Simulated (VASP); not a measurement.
Runs of VASP 6.6.1 on NaF (Villiaumite). The structure is that of space group Fm-3m (No. 225), or close to it. The cells are those of the table. 

| task | level | potentials or basis | cell | k mesh | cutoff (eV) | smearing | gap on the mesh (eV) | pressure (GPa) |
| --- | --- | --- | --- | --- | --- | --- | --- | --- |
| single point | PBE | VASP PAW PBE potentials, release 64 (Na_pv, F) | a = 3.249 Å, angles 60.0°, 2 atoms | 10 × 10 × 10 | 520 | fermi-dirac 0.02 eV | 6.44 | 3.5 |
| single point | LDA | VASP PAW LDA potentials, release 64 (Na_pv, F) | a = 3.184 Å, angles 60.0°, 2 atoms | 8 × 8 × 8 | 520 | fermi-dirac 0.02 eV | 6.44 | 0.0 |
| relaxation of cell and atoms | PBEsol | VASP PAW PBE potentials, release 64 (Na_pv, F) | relaxed from a = 3.323 Å, angles 60.0°, 2 atoms | 8 × 8 × 8 | 600 | fermi-dirac 0.02 eV | 6.19 | 0.0 |
| single point | PBE | VASP PAW PBE potentials, release 64 (Na_pv, F) | a = 3.323 Å, angles 60.0°, 2 atoms | 8 × 8 × 8 | 520 | fermi-dirac 0.02 eV | 6.08 | -0.1 |
| single point | r2SCAN | VASP PAW PBE potentials, release 64 (Na_pv, F) | a = 3.249 Å, angles 60.0°, 2 atoms | 10 × 10 × 10 | 520 | gaussian 0.01 eV | 7.32 | (c) |
| single point | PBE | VASP PAW PBE potentials, release 64 (Na_pv, F) | a = 3.388 Å, angles 60.0°, 2 atoms | 8 × 8 × 8 | 520 | gaussian 0.01 eV | 5.79 | -2.4 |
| single point | r2SCAN | VASP PAW PBE potentials, release 64 (Na_pv, F) | a = 3.216 Å, angles 60.0°, 2 atoms | 8 × 8 × 8 | 520 | gaussian 0.01 eV | (a) | 1.0 |
| single point | PBE | VASP PAW PBE potentials, release 64 (Na_pv, F) | a = 3.255 Å, angles 60.0°, 2 atoms | 8 × 8 × 8 | 520 | gaussian 0.01 eV | (b) | 3.1 |
| single point | PBE | VASP PAW PBE potentials, release 64 (Na_pv, F) | a = 3.249 Å, angles 60.0°, 2 atoms | 10 × 10 × 10 | 520 | gaussian 0.01 eV | 6.44 | 3.5 |
| single point | r2SCAN | VASP PAW PBE potentials, release 64 (Na_pv, F) | a = 3.249 Å, angles 60.0°, 2 atoms | 8 × 8 × 8 | 520 | fermi-dirac 0.02 eV | 7.32 | -0.8 |
| single point | LDA | VASP PAW LDA potentials, release 64 (Na_pv, F) | a = 3.249 Å, angles 60.0°, 2 atoms | 10 × 10 × 10 | 520 | gaussian 0.01 eV | (d) | -3.3 |
| single point | PBE | VASP PAW PBE potentials, release 64 (Na_pv, F) | a = 3.323 Å, angles 60.0°, 2 atoms | 8 × 8 × 8 | 520 | gaussian 0.01 eV | 6.08 | -0.1 |

Alike in all rows: no spin polarisation.

Fill in the values left out.

(a) 7.50; (b) 6.41; (c) -0.9; (d) 6.09.

Caveats: the PAW data sets were made with another functional, which shifts forces and pressure a little (some runs).

A k mesh can miss the band edges.
